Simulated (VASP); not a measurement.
Here is a VASP 6.6.1 calculation.

INCAR

```
SYSTEM = ZrC
  PREC = Accurate
  ENCUT = 520
  EDIFF = 1E-7
  ISMEAR = 0
  SIGMA = 0.02
  LREAL = .FALSE.
  LASPH = .TRUE.
  NELM = 80
  ALGO = Normal
  ISIF = 2
  LWAVE = .FALSE.
  LCHARG = .FALSE.
  GGA = PE
  NBANDS = 15
```

Contents of KPOINTS:

```
regular mesh
0
G
  12 12 12
  0 0 0
```

File POSCAR:

```
ZrC
1.0
    0.0000000000      2.5455212131      2.5455212131
    2.5455212131      0.0000000000      2.5455212131
    2.5455212131      2.5455212131      0.0000000000
Zr C
1 1
Direct
    0.5000000000      0.5000000000      0.5000000000
    0.2500000000      0.2500000000      0.2500000000
```

Potentials or basis: VASP PAW PBE potentials, release 64 (Zr_sv, C).

Command:

```bash
$ cat potpaw_PBE.64/Zr_sv/POTCAR potpaw_PBE.64/C/POTCAR > POTCAR
$ mpirun -np 1 vasp_std > vasp.out
```

(1) Estimate the band gap on the k mesh.

(2) Predict the pressure.

Answers

(1) 0.49 eV (least direct gap 0.57 eV).

(2) 0.1 GPa.
